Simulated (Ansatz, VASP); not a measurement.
# TiO in VASP and in Ansatz

File INCAR:

```
PREC = Accurate
ENCUT = 520
EDIFF = 1E-6
ISMEAR = 0
SIGMA = 0.1
LREAL = False
LASPH = True
NELM = 100
ALGO = Normal
ISIF = 2
LWAVE = False
LCHARG = True
GGA = PS
LELF = True
LVHAR = True
NBANDS = 36
```

Contents of KPOINTS:

```
regular mesh
0
Gamma
  10 10 10
```

POSCAR

```
TiO
1.0
    4.1637105400      0.0000000000      0.0000000000
    0.0000000000      4.1637105400      0.0000000000
    0.0000000000      0.0000000000      4.1637105400
Ti O
3 3
Direct
    0.5000000000      0.5000000000      0.0000000000
    0.0000000000      0.5000000000      0.5000000000
    0.5000000000      0.0000000000      0.5000000000
    0.0000000000      0.5000000000      0.0000000000
    0.5000000000      0.0000000000      0.0000000000
    0.0000000000      0.0000000000      0.5000000000
```

Input for Ansatz:

```yaml
crystal:
  lattice:
    - [4.16371054, 0.0, 0.0]
    - [0.0, 4.16371054, 0.0]
    - [0.0, 0.0, 4.16371054]
  atoms:
    - { symbol: Ti, position: [0.5, 0.5, 0.0] }
    - { symbol: Ti, position: [0.0, 0.5, 0.5] }
    - { symbol: Ti, position: [0.5, 0.0, 0.5] }
    - { symbol: O, position: [0.0, 0.5, 0.0] }
    - { symbol: O, position: [0.5, 0.0, 0.0] }
    - { symbol: O, position: [0.0, 0.0, 0.5] }
basis:
  ecutwfc: 420
kpoints:
  mp_grid: { grid: [10, 10, 10] }
hamiltonian:
  xc: pbesol
scf:
  occupations: { method: gaussian, width: 0.1 }
output:
  forces: true
  stress: true
  eigenvalues: true
  write_density: true
  write_potential: true
  elf: true
  volumetric_format: npy
```

Alike in both runs: task single point; functional PBEsol; k mesh 10 × 10 × 10; occupations gaussian, width 0.1 eV; no spin polarisation.

|  | VASP | Ansatz |
| --- | --- | --- |
| version | VASP 6.6.1 | Ansatz 0.2.0 |
| potentials or method | VASP PAW PBE potentials, release 64 (Ti_sv, O), cutoff 520 eV | scalar-relativistic, plane waves, PAW |
| valence electrons in the cell | 54 | 54 |

```tsv
	VASP	Ansatz	Ansatz less VASP
gap on the k mesh at the Fermi level (eV)	none	none	-
pressure (GPa)	-17.1	-17.5	-0.41
```

VASP's potentials were made for PBE, not for PBEsol. A gap of «none» marks a metal or a gap that the smearing closes. With one functional, cell and mesh, what is left measures potentials, basis and numerics.
